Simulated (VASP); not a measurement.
# Sc: electric field gradients with PBE

Crystal: Sc.

```xyz
2
Lattice="3.3088 0.0000 0.0000 -1.6544 2.8655 0.0000 0.0000 0.0000 5.2680" Properties=species:S:1:pos:R:3 pbc="T T T"
Sc    0.0000    1.9103    1.3170
Sc    1.7237    1.0244    4.0203
```

This cell differs from its parent crystal: atom 2 (Sc) moved by [0.069282, 0.069282, 0.069282] A.

```
Program                : VASP 6.6.1
Task                   : electric field gradients
Functional             : PBE
Potentials or basis    : VASP PAW PBE potentials, release 64 (Sc_sv)
Cutoff                 : 520 eV
k mesh                 : 13 × 13 × 7
Occupations            : fermi-dirac, width 0.03 eV
Spin                   : no spin polarisation
Dipole correction      : no
Further INCAR settings : ALGO = Normal; EDIFF = 1e-08; NBANDS = 18
```

```
Pressure                                : -0.6 GPa
Largest force                           : 0.289 eV/Å
Band gap on the k mesh                  : zero (bands 11 and 12 overlap by 1.12 eV)
Largest electric field gradient by atom : Sc +10.0 V/Å²
```

Forces in eV/Å, atoms in the order of the input:
```
Sc   0.098  0.091  0.256
Sc  -0.098 -0.091 -0.256
```

Stress tensor (GPa, compression positive):
```
 0.21  0.30  0.07
 0.30 -0.43  0.07
 0.07  0.07 -1.48
```

Levels at points of the mesh, in eV from the Fermi level:
| k point | band 8 | band 9 | band 10 | band 11 | band 12 | band 13 | band 14 | band 15 |
| --- | --- | --- | --- | --- | --- | --- | --- | --- |
| (0.00, 0.00, 0.00) | -27.86 | -5.11 | -1.66 | 0.42 | 1.56 | 1.62 | 1.69 | 1.95 |

Electric field gradients, principal values (V/Å²):
| atom | least | middle | greatest (by size) |
| --- | --- | --- | --- |
| 1 Sc | -2.586 | -7.382 | 9.967 |
| 2 Sc | -2.586 | -7.382 | 9.968 |

Wall time 17 min on 1 thread of Intel Xeon 8259CL (shared host), peak memory 0.53 GiB.

Caveat: the cell differs from its parent crystal (atom 2 (Sc) moved by [0.069282, 0.069282, 0.069282] A); without QUAD_EFG the Cq values of the log hold for a quadrupole moment of 1 mb, not for the nuclei.
